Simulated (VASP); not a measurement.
Input of a VASP 6.6.1 run:

File INCAR:

```
PREC = Accurate
ENCUT = 600
EDIFF = 1E-6
ISMEAR = 0
SIGMA = 0.02
LREAL = F
LASPH = T
NELM = 80
ALGO = Normal
ISIF = 3
LWAVE = F
LCHARG = F
GGA = PS
IBRION = 2
NSW = 100
EDIFFG = -0.002
```

KPOINTS

```
Automatic mesh
0
Gamma
  9 9 6
```

Contents of POSCAR:

```
SnSe2
1.0
    3.8110000000      0.0000000000      0.0000000000
   -1.9055000000      3.3004228138      0.0000000000
    0.0000000000      0.0000000000      6.1360000000
Sn Se
1 2
Direct
    0.0000000000      0.0000000000      0.0000000000
    0.3333333333      0.6666666667      0.2490000000
    0.6666666667      0.3333333333      0.7510000000
```

Potentials or basis: VASP PAW PBE potentials, release 64 (Sn_d, Se).

Run with:

```bash
$ cat potpaw_PBE.64/Sn_d/POTCAR potpaw_PBE.64/Se/POTCAR > POTCAR
$ mpirun -np 1 vasp_std > vasp.out
```

Problem. What does it give for the relaxed volume?

Solution. 25.92 Å³/atom.

Problem. Estimate the band gap on the k mesh.

Solution. 0.48 eV (least direct gap 0.97 eV).

Problem. Predict the relaxed cell.

Solution. a = 3.821 Å, b = 3.821 Å, c = 6.152 Å, α = 90.00°, β = 90.00°, γ = 120.00°.

Problem. Predict the space group after relaxing (to 0.1 Å).

Solution. P-3m1 (No. 164).

Final structure:
```yaml
crystal:
  lattice:
    - [3.82057, 0.00000, 0.00000]
    - [-1.91029, 3.30871, 0.00000]
    - [0.00000, 0.00000, 6.15248]
  atoms:
    - { symbol: Sn, position: [0.00000, 0.00000, 0.00000] }
    - { symbol: Se, position: [0.33333, 0.66667, 0.25804] }
    - { symbol: Se, position: [0.66667, 0.33333, 0.74196] }
```

Caveat: the PAW data sets were made with another functional, which shifts forces and pressure a little; spin-orbit coupling is left out, which moves the levels of the heavy elements; an odd mesh through Γ misses points on the zone boundary, where band edges can lie; this functional lacks dispersion, which binds the layers, so the pressure and a relaxed spacing across them are unreliable.
